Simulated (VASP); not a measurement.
The system is Zr.

```
CELL_PARAMETERS angstrom
3.23200 0.00000 0.00000
-1.61600 2.79899 0.00000
0.00000 0.00000 5.14700
ATOMIC_POSITIONS crystal
Zr 0.33333 0.66667 0.25000
Zr 0.66667 0.33333 0.75000
```

| Item | Value |
| --- | --- |
| Program | VASP 6.6.1 |
| Task | relaxation of cell and atoms |
| Functional | PBEsol |
| Potentials or basis | VASP PAW PBE potentials, release 64 (Zr_sv) |
| Cutoff | 600 eV |
| k mesh | 16 × 16 × 8 |
| Occupations | fermi-dirac, width 0.08 eV |
| Spin | no spin polarisation |

At the start: pressure -3.2 GPa; volume 23.28 Å³/atom.

Problem. How do energy, volume and symmetry change on relaxing?

Solution. Over 9 steps the energy falls by 8.5 meV/atom and the volume is 22.48 Å³/atom (-3.4 %); space group P6_3/mmc (No. 194, to 0.05 Å).

Step by step:
| step | energy change (eV) | largest force (eV/Å) | pressure (GPa) | volume (Å³) |
| --- | --- | --- | --- | --- |
| 1 | 0.0000 | 0.0000 | -3.23 | 46.56 |
| 2 | -0.0003 | 0.0000 | 3.57 | 43.47 |
| 3 | -0.0165 | 0.0000 | 0.01 | 44.98 |
| 4 | -0.0165 | 0.0000 | 0.07 | 44.95 |
| 5 | -0.0169 | 0.0000 | 0.05 | 44.94 |
| 6 | -0.0170 | 0.0000 | 0.04 | 44.94 |
| 7 | -0.0170 | 0.0000 | 0.05 | 44.94 |
| 8 | -0.0170 | 0.0000 | -0.06 | 44.99 |
| 9 | -0.0170 | 0.0000 | -0.01 | 44.96 |

Final structure:
```xyz
2
Lattice="3.1845 0.0000 0.0000 -1.5922 2.7578 0.0000 0.0000 0.0000 5.1196" Properties=species:S:1:pos:R:3 pbc="T T T"
Zr    0.0000    1.8385    1.2799
Zr    1.5922    0.9193    3.8397
```

Caveat: the PAW data sets were made with another functional, which shifts forces and pressure a little.
